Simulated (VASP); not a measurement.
Write the native input for VASP 6.6.1 that does the following.

```
Task                   : single point
Functional             : PBE
Potentials or basis    : VASP PAW PBE potentials, release 64 (Mo_sv)
Cutoff                 : 520 eV
k mesh                 : 13 × 13 × 13
Occupations            : methfessel-paxton, width 0.1 eV
Spin                   : no spin polarisation
Dipole correction      : no
Further INCAR settings : ALGO = Normal; EDIFF = 1e-06; NBANDS = 13
```

The structure of Mo lies in POSCAR:

```
Mo
1.0
   -1.5734150000      1.5734150000      1.5734150000
    1.5734150000     -1.5734150000      1.5734150000
    1.5734150000      1.5734150000     -1.5734150000
Mo
1
Direct
    0.0000000000      0.0000000000      0.0000000000
```

The input as run:

INCAR

```
SYSTEM = Mo
PREC = Accurate ; ENCUT = 520
EDIFF = 1E-6 ; ISMEAR = 1
SIGMA = 0.1 ; LREAL = .FALSE.
LASPH = .TRUE. ; NELM = 80
ALGO = Normal ; ISIF = 2
LWAVE = .FALSE. ; LCHARG = .FALSE.
GGA = PE ; NBANDS = 13
```

KPOINTS

```
regular mesh
0
G
  13 13 13
  0 0 0
```

Potentials or basis: VASP PAW PBE potentials, release 64 (Mo_sv).

Run with:

```sh
$ cat potpaw_PBE.64/Mo_sv/POTCAR > POTCAR
$ mpirun -np 1 vasp_std > vasp.out
```

It gave:

| Item | Value |
| --- | --- |
| Pressure | 3.6 GPa |
| Band gap on the k mesh | zero (band 7 reaches 16.27 eV, above the bottom of band 8 at 11.28 eV) |

Wall time 7.9 s on 1 thread of Intel Xeon 6975P-C, with other jobs on the host, peak memory 0.13 GiB.
